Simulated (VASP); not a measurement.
Write the native input for VASP 6.6.1 that does the following.

| Property | Result |
| --- | --- |
| Task | single point |
| Functional | PBE |
| Potentials or basis | VASP PAW PBE potentials, release 64 (Ga_d, In_d, P) |
| Cutoff | 500 eV |
| k mesh | 6 × 4 × 4 |
| Occupations | gaussian, width 0.01 eV |
| Spin | no spin polarisation |
| Dipole correction | no |
| Further INCAR settings | ALGO = Normal; EDIFF = 1e-06; NBANDS = 46 |

The structure of In3GaP4 lies in POSCAR:

```
In3GaP4
1.0
    4.0921329569      0.0000000000      0.0000000000
    0.0000000000      4.0940581162      5.7934043037
    0.0000000000     -4.0940581162      5.7934043037
Ga In P
1 3 4
Direct
    0.0000000000     -0.0003440986     -0.0003440986
    0.5000000000      0.0006733118      0.4995232679
    0.5000000000      0.4995232679      0.0006733118
    0.0000000000      0.4994029693      0.4994029693
    0.5000000000      0.1151401338      0.1151401338
    0.0000000000      0.1196785097      0.6410438219
    0.0000000000      0.6410438219      0.1196785097
    0.5000000000      0.6248820841      0.6248820841
```

This cell differs from its parent crystal: volume changed by -3%.

The input as run:

INCAR

```
SYSTEM = In3GaP4
ALGO     = Normal         ! electronic algorithm
EDIFF    = 1E-6           ! SCF threshold, eV
ENCUT    = 500            ! plane-wave cutoff, eV
GGA      = PE             ! functional
GGA_COMPAT= .FALSE.      
ISIF     = 2              ! what is computed and relaxed
ISMEAR   = 0              ! smearing method
LASPH    = .TRUE.         ! aspherical terms in the spheres
LCHARG   = .FALSE.        ! write CHGCAR
LREAL    = .FALSE.        ! projectors in reciprocal space
LWAVE    = .FALSE.        ! write WAVECAR
NBANDS   = 46             ! bands
NELM     = 120            ! most SCF steps
PREC     = Accurate       ! precision mode
SIGMA    = 0.01           ! smearing width, eV
```

KPOINTS

```
k-points
0
G
  6 4 4
  0 0 0
```

Potentials or basis: VASP PAW PBE potentials, release 64 (Ga_d, In_d, P).

Command:

```bash
$ cat potpaw_PBE.64/Ga_d/POTCAR potpaw_PBE.64/In_d/POTCAR potpaw_PBE.64/P/POTCAR > POTCAR
$ mpirun -np 1 vasp_std > vasp.out
```

Results of the run:

The pressure is 2.0 GPa and the largest force is 0.033 eV/Å. The band gap on the k mesh is 0.58 eV, direct.

Caveat: spin-orbit coupling is left out, which moves the levels of the heavy elements.

It took 4.7 min on 1 thread of Intel Xeon 6975P-C, with other jobs on the host, peak memory 0.41 GiB.
